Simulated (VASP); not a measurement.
# CdO (Fm-3m) in VASP: notebook

Runs on CdO. Level: LDA. Tasks: single point.

All numbers are computed with VASP 6.6.1; they aren't measurements. Logs are shortened: lines on timing, memory, paths and dates and some standing lists are left out, and cuts for length are marked.

## Step 1: The cell of the first run

Symmetry: Fm-3m, No. 225, cubic system. Conventional cell: a = 4.260 Å, b = 4.260 Å, c = 4.260 Å, α = 90.00°, β = 90.00°, γ = 90.00°. Cd (site symmetry m-3m) has 6 O at 2.13 Å within 2.8 Å. Within 2.8 Å of O (site symmetry m-3m) lie 6 Cd at 2.13 Å.

## Step 2: Single point, LDA

The input, INCAR:

```
SYSTEM = CdO
ALGO = Normal
EDIFF = 1E-6
ENCUT = 700
GGA_COMPAT = .False.
ISIF = 2
ISMEAR = 0
LASPH = .True.
LCHARG = .False.
LREAL = .False.
LWAVE = .False.
NBANDS = 20
NELM = 120
PREC = Accurate
SIGMA = 0.01
```

The input, KPOINTS:

```
k-points
0
Gamma
  14 14 14
  0 0 0
```

The input, POSCAR:

```
CdO
1.0
    0.0000000000      2.1299120087      2.1299120087
    2.1299120087      0.0000000000      2.1299120087
    2.1299120087      2.1299120087      0.0000000000
Cd O
1 1
Direct
    0.0000000000      0.0000000000      0.0000000000
    0.5000000000      0.5000000000      0.5000000000
```

Potentials or basis: VASP PAW LDA potentials, release 64 (Cd_sv_GW, O).

Command:

```
$ cat potpaw_LDA.64/Cd_sv_GW/POTCAR potpaw_LDA.64/O/POTCAR > POTCAR
$ mpirun -np 1 vasp_std > vasp.out
```

OUTCAR:

```text
SYSTEM = CdO
   EDIFF = 1E-6
   ENCUT = 700
   ISIF = 2
   ISMEAR = 0
   LASPH = .True.
   LREAL = .False.
   NELM = 120
   PREC = Accurate

 ion  position               nearest neighbor table
   1  0.000  0.000  0.000-   2 2.13   2 2.13   2 2.13   2 2.13   2 2.13   2 2.13
   2  0.500  0.500  0.500-   1 2.13   1 2.13   1 2.13   1 2.13   1 2.13   1 2.13

  LATTYP: Found a face centered cubic cell.
 ALAT       =     4.2598240174

  Lattice vectors:

 A1 = (   0.0000000000,   2.1299120087,   2.1299120087)
 A2 = (   2.1299120087,   0.0000000000,   2.1299120087)
 A3 = (   2.1299120087,   2.1299120087,   0.0000000000)

Analysis of symmetry for initial positions (statically):
=====================================================================
 Subroutine PRICEL returns:
 Original cell was already a primitive cell.

 Routine SETGRP: Setting up the symmetry group for a
 face centered cubic supercell.

 Subroutine GETGRP returns: Found 48 space group operations
 (whereof 48 operations were pure point group operations)
 out of a pool of 48 trial point group operations.

The static configuration has the point symmetry O_h .

Analysis of symmetry for dynamics (positions and initial velocities):
=====================================================================
 Subroutine PRICEL returns:
 Original cell was already a primitive cell.

 Routine SETGRP: Setting up the symmetry group for a
 face centered cubic supercell.

 Subroutine GETGRP returns: Found 48 space group operations
 (whereof 48 operations were pure point group operations)
 out of a pool of 48 trial point group operations.

The dynamic configuration has the point symmetry O_h .

 Subroutine INISYM returns: Found 48 space group operations
 (whereof 48 operations are pure point group operations),
 and found     1 'primitive' translations

----------------------------------------------------------------------------------------

                                     Primitive cell

  volume of cell :      19.3248

  direct lattice vectors                    reciprocal lattice vectors
     0.000000000  2.129912009  2.129912009    -0.234751482  0.234751482  0.234751482
     2.129912009  0.000000000  2.129912009     0.234751482 -0.234751482  0.234751482
     2.129912009  2.129912009  0.000000000     0.234751482  0.234751482 -0.234751482

  length of vectors
     3.012150449  3.012150449  3.012150449     0.406601494  0.406601494  0.406601494

  position of ions in fractional coordinates (direct lattice)
     0.000000000  0.000000000  0.000000000
     0.500000000  0.500000000  0.500000000
[... 76 lines left out ...]
   NELM   =    120;   NELMIN=  2; NELMDL= -5     # of ELM steps
   EDIFF  = 0.1E-05   stopping-criterion for ELM
   LREAL  =      F    real-space projection
   EDIFFG = 0.1E-04   stopping-criterion for IOM
   NSW    =      0    number of steps for IOM
   IBRION =     -1    ionic relax: 0-MD 1-quasi-New 2-CG
   NFREE  =      0    steps in history (QN), initial steepest desc. (CG)
   ISIF   =      2    stress and relaxation
   ISYM   =      2    0-nonsym 1-usesym 2-fastsym
   POTIM  = 0.5000    time-step for ionic-motion
   TEBEG  =    0.0;   TEEND  =   0.0 temperature during run
   PSTRESS=    0.0 pullay stress
   NELECT =      26.0000    total number of electrons
   NUPDOWN=      -1.0000    fix difference up-down
   EMIN   =  10.00;   EMAX   =-10.00  energy-range for DOS
   EFERMI =   0.00;   METHOD = LEGACY
   ISMEAR =     0;   SIGMA  =   0.01  broadening in eV -4-tet -1-fermi 0-gaus
   EFERMI_NEDOS =   21; number of points for ismear=-14 and -15
   IALGO  =     38    algorithm
   IMIX   =      4    mixing-type and parameters
     AMIX     =   0.40;   BMIX     =  1.00
     AMIX_MAG =   1.60;   BMIX_MAG =  1.00
  volume/ion in A,a.u.               =       9.66        65.21
  Fermi-wavevector in a.u.,A,eV,Ry     =   1.807289  3.415281 44.440624  3.266294
  Thomas-Fermi vector in A             =   2.866604
   LORBIT       =      0    0 simple, 1 ext, 2 COOP (PROOUT), +10 PAW based schemes
   GGA     = CA    functional components
   LHFCALC =     F    Hartree Fock is set to
   AEXX    =    0.0000 exact exchange contribution
   IVDW    =     0    specifies the selected vdW correction
   LEPSILON=     F    determine dielectric tensor
   LRPA    =     F    only Hartree local field effects (RPA)
 non-spin polarized calculation
 Gauss-broadening in eV      SIGMA  =   0.01
  energy-cutoff  :      700.00
  volume of cell :       19.32
 maximum number of plane-waves:       869
 NGX is ok and might be reduce to    28
   NGX = 13   NGY = 13   NGZ = 13

 number of electron      26.0000001 magnetization

 Free energy of the ion-electron system (eV)
  ---------------------------------------------------
  ext. energy  EPLUGINS =         0.00000000
  ---------------------------------------------------
  free energy    TOTEN  =        -8.37354626 eV

  energy without entropy =       -8.37354626  energy(sigma->0) =       -8.37354626

 E-fermi :   9.2884     XC(G=0): -14.2533

 val. band max:        9.1898559318   @ k =   0.5000   0.0000   0.0000
 cond. band min:       9.3723123386   @ k =   0.0000   0.0000   0.0000
 fundamental gap:      0.1824564068
 Fermi energy:         9.2884281120

 k-point     1 :       0.0000    0.0000    0.0000
  band No.  band energies     occupation
      1     -91.2458      2.00000
      2     -52.6717      2.00000
      3     -52.6717      2.00000
      4     -52.6717      2.00000
      5     -10.9034      2.00000
      6       1.3212      2.00000
[... 541 lines left out ...]
     19      31.2628      0.00000
     20      34.4663      0.00000

 [... further k-points ...]

------------------------ aborting loop because EDIFF is reached ----------------------------------------

  FORCE on cell =-STRESS in cart. coord.  units (eV):
  Direction    XX          YY          ZZ          XY          YZ          ZX
  --------------------------------------------------------------------------------------
  -------------------------------------------------------------------------------------
  Total        9.1441451      9.1441451      9.1441451     -0.0000000      0.0000000      0.0000000
  in kB      758.1213177    758.1213177    758.1213177     -0.0000000      0.0000000      0.0000000
  external PRESSURE =     758.1213177 kB  Pullay stress =       0.0000000 kB

 VOLUME and BASIS-vectors are now :
 -----------------------------------------------------------------------------
  energy-cutoff  :      700.00
  volume of cell :       19.32
      direct lattice vectors                 reciprocal lattice vectors
     0.000000000  2.129912009  2.129912009    -0.234751482  0.234751482  0.234751482
     2.129912009  0.000000000  2.129912009     0.234751482 -0.234751482  0.234751482
     2.129912009  2.129912009  0.000000000     0.234751482  0.234751482 -0.234751482

 POSITION                                       TOTAL-FORCE (eV/Angst)
 -----------------------------------------------------------------------------------
      0.00000      0.00000      0.00000        -0.000000     -0.000000      0.000000
      2.12991      2.12991      2.12991         0.000000      0.000000     -0.000000
 -----------------------------------------------------------------------------------
    total drift:                               -0.000000      0.000000      0.000000

  FREE ENERGIE OF THE ION-ELECTRON SYSTEM (eV)
  ---------------------------------------------------
  free  energy   TOTEN  =        -8.3735462555 eV

  energy  without entropy=       -8.3735462555  energy(sigma->0) =       -8.37354626
```

stdout:

```text
POSCAR found type information on POSCAR CdO
 POSCAR found :  2 types and       2 ions
 scaLAPACK will be used
 LDA part: xc-table for (Slater(with rela. corr.)+CA(PZ))
 , standard interpolation
 POSCAR, INCAR and KPOINTS ok, starting setup
 FFT: planning ... GRIDC
 FFT: planning ... GRID_SOFT
 FFT: planning ... GRID
 WAVECAR not read
 entering main loop
```

It took 2.4 min on 1 thread of AMD EPYC, shared host; peak memory 0.18 GiB.

What came out:

```yaml
Free_energy: -8.3735 eV
Pressure: 75.8 GPa
Band_gap_on_the_k_mesh: 0.18 eV (least direct gap 3.19 eV)
```

Caveat: the cell stands under pressure; semilocal functionals underestimate gaps, and a narrow one can read as zero. A k mesh can miss the band edges.

## Step 3: Single point, LDA

This run uses another cell than the first one, of 10.39 Å³/atom.

The input, INCAR:

```
PREC = Accurate ; ENCUT = 700
EDIFF = 1E-6 ; ISMEAR = 0
SIGMA = 0.1 ; LREAL = F
LASPH = T ; NELM = 120
ALGO = Normal ; ISIF = 2
LWAVE = F ; LCHARG = F
GGA = CA ; NBANDS = 20
GGA_COMPAT = F
```

The input, KPOINTS:

```
regular mesh
0
Gamma
  14 14 14
```

The input, POSCAR:

```
CdO
1.0
    0.0000000000      2.1819986392      2.1819986392
    2.1819986392      0.0000000000      2.1819986392
    2.1819986392      2.1819986392      0.0000000000
Cd O
1 1
Direct
    0.0000000000      0.0000000000      0.0000000000
    0.5000000000      0.5000000000      0.5000000000
```

Potentials or basis: VASP PAW LDA potentials, release 64 (Cd_sv_GW, O).

Command:

```
$ cat potpaw_LDA.64/Cd_sv_GW/POTCAR potpaw_LDA.64/O/POTCAR > POTCAR
$ mpirun -np 1 vasp_std > vasp.out
```

Run time: 2.5 min. Hardware: 1 thread of AMD EPYC, shared host; peak memory 0.18 GiB.

The run converged. Its results:

| Item | Value |
| --- | --- |
| Free energy | -8.9197 eV |
| Pressure | 45.6 GPa |
| Band gap on the k mesh | zero (filled and empty bands overlap) |

Levels at points of the mesh, in eV from the Fermi level:
```tsv
k point	band 9	band 10	band 11	band 12	band 13	band 14	band 15	band 16	band 17	band 18
(0.00, 0.00, 0.00)	-7.09	-7.09	-2.65	-2.65	-2.65	-0.12	14.00	18.29	18.29	18.29
(0.50, 0.00, 0.00)	-6.63	-6.63	-4.52	-0.11	-0.11	4.07	8.61	12.40	12.40	19.83
(0.50, 0.50, 0.00)	-6.37	-6.37	-5.59	-3.88	-3.88	4.47	9.05	11.79	14.79	14.79
```

Caveat: the cell stands under pressure; semilocal functionals underestimate gaps, and a narrow one can read as zero.

## Step 4: Single point, LDA

This run uses another cell than the first one, of 10.39 Å³/atom.

The input, INCAR:

```
ALGO = Normal
EDIFF = 1E-6
ENCUT = 700
GGA_COMPAT = F
ISIF = 2
ISMEAR = 0
LASPH = T
LCHARG = T
LELF = T
LREAL = F
LVHAR = T
LWAVE = F
NBANDS = 20
NELM = 120
PREC = Accurate
SIGMA = 0.01
```

The input, KPOINTS:

```
k-points
0
Gamma
  14 14 14
```

POSCAR is that of step 3.

Command:

```
$ cat potpaw_LDA.64/Cd_sv_GW/POTCAR potpaw_LDA.64/O/POTCAR > POTCAR
$ mpirun -np 1 vasp_std > vasp.out
```

Run time: 59 s. Hardware: 1 thread of AMD EPYC 7R43 (Zen 3), shared host; peak memory 0.18 GiB.

Results (log left out):

```
Free energy            : -8.9196 eV
Pressure               : 45.6 GPa
Band gap on the k mesh : zero (filled and empty bands overlap)
```

Levels at points of the mesh, in eV from the Fermi level:
```csv
k point,band 10,band 11,band 12,band 13,band 14,band 15,band 16,band 17
"(0.00, 0.00, 0.00)",-6.98,-2.54,-2.54,-2.54,-0.01,14.10,18.39,18.39
"(0.50, 0.00, 0.00)",-6.52,-4.41,-0.01,-0.01,4.18,8.72,12.50,12.50
"(0.50, 0.50, 0.00)",-6.27,-5.49,-3.77,-3.77,4.57,9.15,11.89,14.89
```

Caveat: the cell stands under pressure; semilocal functionals underestimate gaps, and a narrow one can read as zero.

## Step 5: The runs side by side

| cell | smearing | gap on the mesh (eV) | pressure (GPa) |
| --- | --- | --- | --- |
| a = 3.012 Å, angles 60.0°, 2 atoms | gaussian 0.01 eV | 0.18 | 75.8 |
| a = 3.086 Å, angles 60.0°, 2 atoms | gaussian 0.1 eV | none | 45.6 |
| a = 3.086 Å, angles 60.0°, 2 atoms | gaussian 0.01 eV | none | 45.6 |

Alike in all rows: task single point; level LDA; potentials or basis VASP PAW LDA potentials, release 64 (Cd_sv_GW, O); no spin polarisation; k mesh 14 × 14 × 14; cutoff (eV) 700.

Caveats: the cell stands under pressure; semilocal functionals underestimate gaps, and a narrow one can read as zero.

Absolute energies hang on the potentials; compare differences alone.

The gap in the log of VASP goes by the Fermi energy; the results here count the filled bands.